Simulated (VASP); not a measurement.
A run of VASP 6.6.1 is set up as follows.

INCAR

```
ALGO = Fast ; DIPOL = 0.5 0.5 0.500
EDIFF = 1E-6 ; EDIFFG = -0.02
ENCUT = 520 ; GGA = PS
IBRION = 2 ; IDIPOL = 3
ISIF = 2 ; ISMEAR = 0
KPAR = 4 ; LASPH = True
LCHARG = False ; LDIPOL = True
LREAL = False ; LWAVE = False
NELM = 80 ; NSW = 80
PREC = Accurate ; SIGMA = 0.05
```

Contents of KPOINTS:

```
k-points
0
Gamma
  9 9 1
```

POSCAR

```
Sn4Se3
1.0
    4.2041099650      0.0000000000      0.0000000000
   -2.1020549825      3.6408660300      0.0000000000
    0.0000000000      0.0000000000     25.2979242369
Sn Se
4 3
Direct
    0.6666666667      0.3333333333      0.2964670117
    0.3333333333      0.6666666667      0.4321556706
    0.0000000000      0.0000000000      0.5678443294
    0.6666666667      0.3333333333      0.7035329883
    0.0000000000      0.0000000000      0.3643113411
    0.6666666667      0.3333333333      0.5000000000
    0.3333333333      0.6666666667      0.6356886589
```

Potentials or basis: VASP PAW PBE potentials, release 64 (Sn_d, Se).

Launch:

```bash
$ cat potpaw_PBE.64/Sn_d/POTCAR potpaw_PBE.64/Se/POTCAR > POTCAR
$ mpirun -np 4 vasp_std > vasp.out
```

**Question.** Estimate the band gap on the k mesh.

**Answer.** Zero (bands 37 and 38 overlap by 0.40 eV).

**Question.** Predict the energy gained by relaxing.

**Answer.** 9.0 meV/atom.

Final structure:
```
CELL_PARAMETERS angstrom
4.20411 0.00000 0.00000
-2.10205 3.64087 0.00000
0.00000 0.00000 25.29792
ATOMIC_POSITIONS crystal
Sn 0.66667 0.33333 0.29562
Sn 0.33333 0.66667 0.43205
Sn 0.00000 0.00000 0.56795
Sn 0.66667 0.33333 0.70438
Se 0.00000 0.00000 0.35767
Se 0.66667 0.33333 0.50000
Se 0.33333 0.66667 0.64233
```

Caveat: spin-orbit coupling is left out, which moves the levels of the heavy elements.
